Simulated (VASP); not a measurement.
Wanted: the native input for a VASP 6.6.1 run.

| Property | Result |
| --- | --- |
| Task | single point |
| Functional | revPBE |
| Potentials or basis | VASP PAW PBE potentials, release 64 (Pb_d, Te) |
| Cutoff | 520 eV |
| k mesh | 7 × 7 × 7 |
| Occupations | fermi-dirac, width 0.05 eV |
| Spin | no spin polarisation |
| Dipole correction | no |
| Further INCAR settings | ALGO = Normal; EDIFF = 1e-06; NBANDS = 17 |

The structure of TePb lies in POSCAR:

```
TePb
1.0
    0.0000000000      3.2943690292      3.2943690292
    3.2943690292      0.0000000000      3.2943690292
    3.2943690292      3.2943690292      0.0000000000
Pb Te
1 1
Direct
    0.0000000000      0.0000000000      0.0000000000
    0.5000000000      0.5000000000      0.5000000000
```

These files were run (other wordings do the same):

INCAR

```
SYSTEM = TePb
PREC = Accurate
ENCUT = 520
EDIFF = 1E-6
ISMEAR = -1
SIGMA = 0.05
LREAL = .False.
LASPH = .True.
NELM = 60
ALGO = Normal
ISIF = 2
LWAVE = .False.
LCHARG = .True.
GGA = RE
LELF = .True.
LVHAR = .True.
NBANDS = 17
```

KPOINTS

```
Automatic mesh
0
Gamma
  7 7 7
  0 0 0
```

Potentials or basis: VASP PAW PBE potentials, release 64 (Pb_d, Te).

Run with:

```console
$ cat potpaw_PBE.64/Pb_d/POTCAR potpaw_PBE.64/Te/POTCAR > POTCAR
$ mpirun -np 1 vasp_std > vasp.out
```

It gave:

The pressure is 0.6 GPa.

Caveat: the PAW data sets were made with another functional, which shifts forces and pressure a little.

It took 28 s on 1 thread of Intel Xeon 6975P-C, with other jobs on the host, peak memory 0.21 GiB.
